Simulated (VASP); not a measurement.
# Li (P6_3/mmc) in VASP: notebook

Runs on Li. Level: PBEsol. Tasks: relaxation of cell and atoms.

All numbers are computed with VASP 6.6.1; they aren't measurements. Logs are shortened: lines on timing, memory, paths and dates and some standing lists are left out, and cuts for length are marked.

## Step 1: The cell of the first run

It takes space group P6_3/mmc (No. 194, hexagonal). The conventional cell has a = 3.053 Å, b = 3.053 Å, c = 5.003 Å, α = 90.00°, β = 90.00°, γ = 120.00°. Li (site symmetry -6m2) has 12 Li at 3.05 to 3.06 Å within 4.0 Å.

This isn't the form of Li at room conditions, which is bcc.

## Step 2: Relaxation of cell and atoms, PBEsol, target pressure 2 GPa, at which the enthalpy is minimised

INCAR reads:

```
PREC = Accurate ; ENCUT = 600
EDIFF = 1E-6 ; ISMEAR = -1
SIGMA = 0.1 ; LREAL = False
LASPH = True ; NELM = 60
ALGO = Normal ; ISIF = 3
LWAVE = False ; LCHARG = False
GGA = PS ; IBRION = 2
NSW = 100 ; EDIFFG = -0.002
PSTRESS = 20.0
```

KPOINTS reads:

```
Automatic mesh
0
Gamma
  18 18 10
```

POSCAR reads:

```
Li
1.0
    3.0528418645      0.0000000000      0.0000000000
   -1.5264209322      2.6438386084      0.0000000000
    0.0000000000      0.0000000000      5.0030045290
Li
2
Direct
    0.3333333333      0.6666666667      0.2500000000
    0.6666666667      0.3333333333      0.7500000000
```

Potentials or basis: VASP PAW PBE potentials, release 64 (Li_sv).

Started as:

```
> cat potpaw_PBE.64/Li_sv/POTCAR > POTCAR
> mpirun -np 1 vasp_std > vasp.out
```

OUTCAR:

```text
PREC = Accurate
   ENCUT = 600
   EDIFF = 1E-6
   ISMEAR = -1
   LREAL = False
   LASPH = True
   NELM = 60
   ISIF = 3
   GGA = PS
   IBRION = 2
   NSW = 100
   EDIFFG = -0.002
   PSTRESS = 20.0

 ion  position               nearest neighbor table
   1  0.333  0.667  0.250-
   2  0.667  0.333  0.750-

  LATTYP: Found a hexagonal cell.
 ALAT       =     3.0528418645
 C/A-ratio  =     1.6388023851

  Lattice vectors:

 A1 = (   3.0528418645,   0.0000000000,   0.0000000000)
 A2 = (  -1.5264209322,   2.6438386084,   0.0000000000)
 A3 = (   0.0000000000,   0.0000000000,   5.0030045290)

Analysis of symmetry for initial positions (statically):
=====================================================================
 Subroutine PRICEL returns:
 Original cell was already a primitive cell.

 Routine SETGRP: Setting up the symmetry group for a
 hexagonal supercell.

 Subroutine GETGRP returns: Found 24 space group operations
 (whereof 12 operations were pure point group operations)
 out of a pool of 24 trial point group operations.

The static configuration has the point symmetry D_3d.
 The point group associated with its full space group is D_6h.

Analysis of symmetry for dynamics (positions and initial velocities):
=====================================================================
 Subroutine PRICEL returns:
 Original cell was already a primitive cell.

 Routine SETGRP: Setting up the symmetry group for a
 hexagonal supercell.

 Subroutine GETGRP returns: Found 24 space group operations
 (whereof 12 operations were pure point group operations)
 out of a pool of 24 trial point group operations.

The dynamic configuration has the point symmetry D_3d.
 The point group associated with its full space group is D_6h.

 Subroutine INISYM returns: Found 24 space group operations
 (whereof 12 operations are pure point group operations),
 and found     1 'primitive' translations

----------------------------------------------------------------------------------------

                                     Primitive cell

  volume of cell :      40.3804

  direct lattice vectors                    reciprocal lattice vectors
     3.052841864  0.000000000  0.000000000     0.327563642  0.189118957  0.000000000
    -1.526420932  2.643838608  0.000000000     0.000000000  0.378237914  0.000000000
     0.000000000  0.000000000  5.003004529     0.000000000  0.000000000  0.199879891

  length of vectors
     3.052841864  3.052841864  5.003004529     0.378237914  0.378237914  0.199879891

  position of ions in fractional coordinates (direct lattice)
     0.333333333  0.666666667  0.250000000
     0.666666667  0.333333333  0.750000000

  ion indices of the primitive-cell ions
   primitive index   ion index
                 1           1
                 2           2

----------------------------------------------------------------------------------------

 KPOINTS: Automatic mesh

Automatic generation of k-mesh.
 Grid dimensions read from file:
 generate k-points for:   18   18   10

 Generating k-lattice:

  Cartesian coordinates                     Fractional coordinates (reciprocal lattice)
     0.018197980  0.010506609  0.000000000     0.055555556  0.000000000  0.000000000
     0.000000000  0.021013217  0.000000000     0.000000000  0.055555556  0.000000000
     0.000000000  0.000000000  0.019987989     0.000000000  0.000000000  0.100000000

  Length of vectors
     0.021013217  0.021013217  0.019987989

  Shift w.r.t. Gamma in fractional coordinates (k-lattice)
     0.000000000  0.000000000  0.000000000

 Subroutine IBZKPT returns following result:
 ===========================================

 Found    222 irreducible k-points:

 Following reciprocal coordinates:
            Coordinates               Weight
  0.000000  0.000000  0.000000      1.000000
  0.055556  0.000000  0.000000      6.000000
  0.111111  0.000000  0.000000      6.000000
  0.166667  0.000000  0.000000      6.000000
  0.222222  0.000000  0.000000      6.000000
  0.277778  0.000000  0.000000      6.000000
[... 16 lines left out ...]
  0.333333  0.111111  0.000000     12.000000
  0.388889  0.111111  0.000000     12.000000
 [... further k-points ...]
   k-points           NKPTS =    222   k-points in BZ     NKDIM =    222   number of bands    NBANDS=      7
   number of dos      NEDOS =    301   number of ions     NIONS =      2
   total plane-waves  NPLWV =  23040
   dimension x,y,z NGX =    24 NGY =   24 NGZ =   40
   dimension x,y,z NGXF=    48 NGYF=   48 NGZF=   80
   ions per type =               2
   NGX,Y,Z   is equivalent  to a cutoff of  13.07, 13.07, 13.29 a.u.
   NGXF,Y,Z  is equivalent  to a cutoff of  26.14, 26.14, 26.58 a.u.
 SYSTEM =  unknown system
   PREC   = accura    normal or accurate (medium, high low for compatibility)
   ISTART =      0    job   : 0-new  1-cont  2-samecut
   ICHARG =      2    charge: 1-file 2-atom 10-const
   ISPIN  =      1    spin polarized calculation?
   LNONCOLLINEAR =      F non collinear calculations
   LSORBIT =      F    spin-orbit coupling
   LASPH  =      T    aspherical Exc in radial PAW
   ENCUT  =  600.0 eV  44.10 Ry    6.64 a.u.   6.10  6.10  9.99*2*pi/ulx,y,z
   NELM   =     60;   NELMIN=  2; NELMDL= -5     # of ELM steps
   EDIFF  = 0.1E-05   stopping-criterion for ELM
   LREAL  =      F    real-space projection
   EDIFFG = -.2E-02   stopping-criterion for IOM
   NSW    =    100    number of steps for IOM
   IBRION =      2    ionic relax: 0-MD 1-quasi-New 2-CG
   NFREE  =      1    steps in history (QN), initial steepest desc. (CG)
   ISIF   =      3    stress and relaxation
   ISYM   =      2    0-nonsym 1-usesym 2-fastsym
   POTIM  = 0.5000    time-step for ionic-motion
   TEBEG  =    0.0;   TEEND  =   0.0 temperature during run
   PSTRESS=   20.0 pullay stress
   NELECT =       6.0000    total number of electrons
   NUPDOWN=      -1.0000    fix difference up-down
   EMIN   =  10.00;   EMAX   =-10.00  energy-range for DOS
   EFERMI =   0.00;   METHOD = LEGACY
   ISMEAR =    -1;   SIGMA  =   0.10  broadening in eV -4-tet -1-fermi 0-gaus
   EFERMI_NEDOS =   21; number of points for ismear=-14 and -15
   IALGO  =     38    algorithm
   IMIX   =      4    mixing-type and parameters
     AMIX     =   0.40;   BMIX     =  1.00
     AMIX_MAG =   1.60;   BMIX_MAG =  1.00
  volume/ion in A,a.u.               =      20.19       136.25
  Fermi-wavevector in a.u.,A,eV,Ry     =   0.867099  1.638579 10.229678  0.751860
  Thomas-Fermi vector in A             =   1.985584
   LORBIT       =      0    0 simple, 1 ext, 2 COOP (PROOUT), +10 PAW based schemes
   GGA     = PS    functional components
   LHFCALC =     F    Hartree Fock is set to
   AEXX    =    0.0000 exact exchange contribution
   IVDW    =     0    specifies the selected vdW correction
   LEPSILON=     F    determine dielectric tensor
   LRPA    =     F    only Hartree local field effects (RPA)
 conjugate gradient relaxation of ions
 non-spin polarized calculation
  energy-cutoff  :      600.00
  volume of cell :       40.38
 maximum number of plane-waves:      1374
   NGX = 13   NGY = 13   NGZ = 19

--------------------------------------- Ionic step        1  -------------------------------------------

 number of electron       6.0000002 magnetization

 Free energy of the ion-electron system (eV)
  ---------------------------------------------------
  ext. energy  EPLUGINS =         0.00000000
  ---------------------------------------------------
  free energy    TOTEN  =        -3.95181392 eV

  energy without entropy =       -3.92053782  energy(sigma->0) =       -3.93617587

------------------------ aborting loop because EDIFF is reached ----------------------------------------

  FORCE on cell =-STRESS in cart. coord.  units (eV):
  Direction    XX          YY          ZZ          XY          YZ          ZX
  --------------------------------------------------------------------------------------
  -------------------------------------------------------------------------------------
  Total       -0.0261804     -0.0261804     -0.0228824     -0.0000000      0.0000000      0.0000000
  in kB       -1.0387623     -1.0387623     -0.9079088     -0.0000000      0.0000000      0.0000000
  external PRESSURE =     -20.9951445 kB  Pullay stress =      20.0000000 kB
[... 93 lines left out ...]
  FREE ENERGIE OF THE ION-ELECTRON SYSTEM (eV)
  ---------------------------------------------------
  free  energy   TOTEN  =        -3.9326521756 eV

  energy  without entropy=       -3.9025423595  energy(sigma->0) =       -3.91759727

  enthalpy is  TOTEN    =        -3.4822035137 eV   P V=        0.4504486619

[... ionic steps 4 to 8 ...]

--------------------------------------- Ionic step        9  -------------------------------------------

 number of electron       5.9999997 magnetization

------------------------ aborting loop because EDIFF is reached ----------------------------------------

  FORCE on cell =-STRESS in cart. coord.  units (eV):
  Direction    XX          YY          ZZ          XY          YZ          ZX
  --------------------------------------------------------------------------------------
  -------------------------------------------------------------------------------------
  Total        0.4480556      0.4480556      0.4506665      0.0000000      0.0000000      0.0000000
  in kB       20.2369023     20.2369023     20.3548263      0.0000000      0.0000000      0.0000000
  external PRESSURE =       0.2762103 kB  Pullay stress =      20.0000000 kB
[... 61 lines left out ...]
  enthalpy is  TOTEN    =        -3.4828357420 eV   P V=        0.4430004178

--------------------------------------- Ionic step       11  -------------------------------------------

 number of electron       5.9999997 magnetization

 Free energy of the ion-electron system (eV)
  ---------------------------------------------------
  ext. energy  EPLUGINS =         0.00000000
  ---------------------------------------------------
  free energy    TOTEN  =        -3.92595479 eV

  energy without entropy =       -3.89602043  energy(sigma->0) =       -3.91098761

 E-fermi :   1.0101     XC(G=0):  -7.3509

 val. band max:        0.9940611868   @ k =   0.2778   0.1111   0.4000
 cond. band min:       1.0133352629   @ k =   0.1667   0.1667   0.3000
 fundamental gap:      0.0192740762
 Fermi energy:         1.0100846660

 k-point     1 :       0.0000    0.0000    0.0000
  band No.  band energies     occupation
      1     -44.6744      2.00000
      2     -44.6427      2.00000
      3      -2.7082      2.00000
      4       0.9090      1.46646
      5       4.3686      0.00000
      6      14.7365      0.00000
      7      14.7365      0.00000
[... 221 lines left out ...]
 k-point    24 :       0.3889    0.1111    0.0000
  band No.  band energies     occupation
      1     -44.6422      2.00000
      2     -44.6321      2.00000
      3       0.6563      1.94347
      4       2.8714      0.00000
      5       5.5649      0.00000
      6       7.3079      0.00000
      7       8.3149      0.00000

 [... further k-points ...]
[... 5 lines left out ...]
  --------------------------------------------------------------------------------------
  -------------------------------------------------------------------------------------
  Total        0.4405559      0.4405559      0.4431171      0.0000000      0.0000000      0.0000000
  in kB       19.8842930     19.8842930     19.9998921      0.0000000      0.0000000      0.0000000
  external PRESSURE =      -0.0771739 kB  Pullay stress =      20.0000000 kB
[... 17 lines left out ...]
  FREE ENERGIE OF THE ION-ELECTRON SYSTEM (eV)
  ---------------------------------------------------
  free  energy   TOTEN  =        -3.9259547898 eV

  energy  without entropy=       -3.8960204290  energy(sigma->0) =       -3.91098761

  enthalpy is  TOTEN    =        -3.4828353125 eV   P V=        0.4431194773

 reached required accuracy - stopping structural energy minimisation
```

It took 4.2 min on 1 thread of Intel Xeon 8259CL, shared host; peak memory 0.2 GiB.

What came out:

| Property | Result |
| --- | --- |
| Free energy | -3.9260 eV |
| Relaxed volume | 17.75 Å³/atom |
| Relaxed cell | a = 2.923 Å, b = 2.923 Å, c = 4.796 Å, α = 90.00°, β = 90.00°, γ = 120.00° |
| Space group after relaxing (to 0.1 Å) | P6_3/mmc (No. 194) |
| Energy change on relaxing (the run minimises the enthalpy) | +12.9 meV/atom |
| Ionic steps | 11 |
| Pressure after relaxing | 2.0 GPa |
| Band gap on the k mesh | zero (bands 3 and 4 overlap by 4.91 eV) |

The path:
| step | energy change (eV) | largest force (eV/Å) | pressure (GPa) | volume (Å³) |
| --- | --- | --- | --- | --- |
| 1 | 0.0000 | 0.0000 | -0.10 | 40.38 |
| 2 | 0.0015 | 0.0000 | 0.43 | 38.85 |
| 3 | 0.0192 | 0.0000 | 1.67 | 36.08 |
| 4 | 0.0268 | 0.0000 | 2.03 | 35.42 |
| 5 | 0.0256 | 0.0000 | 1.97 | 35.52 |
| 6 | 0.0256 | 0.0000 | 1.98 | 35.52 |
| 7 | 0.0256 | 0.0000 | 1.98 | 35.52 |
| 8 | 0.0257 | 0.0000 | 1.97 | 35.51 |
| 9 | 0.0262 | 0.0000 | 2.03 | 35.47 |
| 10 | 0.0260 | 0.0000 | 2.02 | 35.49 |
| 11 | 0.0259 | 0.0000 | 1.99 | 35.50 |

Final structure:
```cif
data_structure
_symmetry_space_group_name_H-M 'P 1'
_symmetry_Int_Tables_number 1
_cell_length_a 2.9234
_cell_length_b 2.9234
_cell_length_c 4.7961
_cell_angle_alpha 90.000
_cell_angle_beta 90.000
_cell_angle_gamma 120.000
_cell_volume 35.50
loop_
_atom_site_label
_atom_site_type_symbol
_atom_site_fract_x
_atom_site_fract_y
_atom_site_fract_z
_atom_site_occupancy
Li1 Li 0.33333 0.66667 0.25000 1
Li2 Li 0.66667 0.33333 0.75000 1
```

Levels at points of the mesh, in eV from the Fermi level:
```tsv
k point	band 1	band 2	band 3	band 4	band 5	band 6	band 7
(0.00, 0.00, 0.00)	-45.68	-45.65	-3.72	-0.10	3.36	13.73	13.73
(0.50, 0.00, 0.00)	-45.65	-45.64	-0.11	1.21	5.08	6.29	6.94
(0.00, 0.00, 0.50)	-45.67	-45.67	-2.56	-2.56	8.69	8.69	14.73
(0.50, 0.00, 0.50)	-45.65	-45.65	0.70	0.70	3.97	3.97	10.78
```

Caveat: the cutoff is under 1.25 times the usual one of these potentials, so pressure, stress and relaxed cells hold a basis-set (Pulay) error; the cell is relaxed towards a set pressure, so the run minimises the enthalpy, not the energy; the PAW data sets were made with another functional, which shifts forces and pressure a little.

## Step 3: Relaxation of cell and atoms, PBEsol, target pressure 4 GPa, at which the enthalpy is minimised

INCAR reads:

```
PREC = Accurate
ENCUT = 600
EDIFF = 1E-6
ISMEAR = -1
SIGMA = 0.1
LREAL = False
LASPH = True
NELM = 60
ALGO = Normal
ISIF = 3
LWAVE = False
LCHARG = False
GGA = PS
IBRION = 2
NSW = 100
EDIFFG = -0.002
PSTRESS = 40.0
```

KPOINTS is that of step 2.

POSCAR is that of step 2.

Potentials or basis: VASP PAW PBE potentials, release 64 (Li_sv).

Started as:

```
> cat potpaw_PBE.64/Li_sv/POTCAR > POTCAR
> mpirun -np 1 vasp_std > vasp.out
```

Run time: 4.9 min. Hardware: 1 thread of Intel Xeon 8259CL, shared host; peak memory 0.19 GiB.

It converged, with:

- Free energy: -3.8718 eV
- Relaxed volume: 16.27 Å³/atom
- Relaxed cell: a = 2.838 Å, b = 2.838 Å, c = 4.664 Å, α = 90.00°, β = 90.00°, γ = 120.00°
- Space group after relaxing (to 0.1 Å): P6_3/mmc (No. 194)
- Energy change on relaxing (the run minimises the enthalpy): +40.0 meV/atom
- Ionic steps: 10
- Pressure after relaxing: 4.0 GPa
- Band gap on the k mesh: zero (bands 3 and 4 overlap by 5.11 eV)

Step by step:
| step | energy change (eV) | largest force (eV/Å) | pressure (GPa) | volume (Å³) |
| --- | --- | --- | --- | --- |
| 1 | 0.0000 | 0.0000 | -0.10 | 40.38 |
| 2 | 0.0079 | 0.0000 | 1.02 | 37.44 |
| 3 | 0.0552 | 0.0000 | 3.15 | 33.65 |
| 4 | 0.0831 | 0.0000 | 4.10 | 32.42 |
| 5 | 0.0793 | 0.0000 | 3.97 | 32.57 |
| 6 | 0.0793 | 0.0000 | 3.98 | 32.57 |
| 7 | 0.0794 | 0.0000 | 3.98 | 32.57 |
| 8 | 0.0794 | 0.0000 | 3.98 | 32.56 |
| 9 | 0.0794 | 0.0000 | 3.98 | 32.57 |
| 10 | 0.0800 | 0.0000 | 4.00 | 32.54 |

Final structure:
```xyz
2
Lattice="2.8384 0.0000 0.0000 -1.4192 2.4582 0.0000 0.0000 0.0000 4.6636" Properties=species:S:1:pos:R:3 pbc="T T T"
Li    0.0000    1.6388    1.1659
Li    1.4192    0.8194    3.4977
```

Levels at points of the mesh, in eV from the Fermi level:
```tsv
k point	band 1	band 2	band 3	band 4	band 5	band 6	band 7
(0.00, 0.00, 0.00)	-45.55	-45.51	-3.82	-0.16	3.68	14.59	14.59
(0.50, 0.00, 0.00)	-45.51	-45.49	-0.14	1.33	5.36	6.62	7.43
(0.00, 0.00, 0.50)	-45.53	-45.53	-2.64	-2.64	9.21	9.21	15.66
(0.50, 0.00, 0.50)	-45.50	-45.50	0.71	0.71	4.30	4.30	11.43
```

Caveat: the cutoff is under 1.25 times the usual one of these potentials, so pressure, stress and relaxed cells hold a basis-set (Pulay) error; the cell is relaxed towards a set pressure, so the run minimises the enthalpy, not the energy; the volume moved by over 15 % at a fixed basis, so the end points are rough; the PAW data sets were made with another functional, which shifts forces and pressure a little.
